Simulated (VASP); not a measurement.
Ag, 1 atom in the cell. It takes space group I4/mmm (No. 139, tetragonal). The conventional cell has a = 3.046 Å, b = 3.046 Å, c = 3.311 Å, α = 90.00°, β = 90.00°, γ = 90.00°. Within 3.6 Å of Ag (site symmetry 4/mmm) lie 14 Ag at 2.72 to 3.31 Å.  This cell differs from its parent crystal: strain -0.080 along x and y, +0.000 along z.

```yaml
Program: VASP 6.6.1
Task: single point
Functional: PBEsol
Potentials_or_basis: VASP PAW PBE potentials, release 64 (Ag)
Cutoff: 520 eV
k_mesh: 20 × 20 × 20
Occupations: gaussian, width 0.15 eV
Spin: no spin polarisation
Dipole_correction: no
Further_INCAR_settings: ALGO = Normal; EDIFF = 1e-06; NBANDS = 12
```

Potentials or basis: VASP PAW PBE potentials, release 64 (Ag).

Run with:

```bash
$ cat potpaw_PBE.64/Ag/POTCAR > POTCAR
$ mpirun -np 1 vasp_std > vasp.out
```

Hardware: 1 thread of Intel Xeon 8259CL (shared host).

Question: Estimate the wall time of this run.

Answer: It took 120 s on 1 thread of Intel Xeon 8259CL, on a shared host, peak memory 0.22 GiB. Counts: scf iterations 11, k points 641.
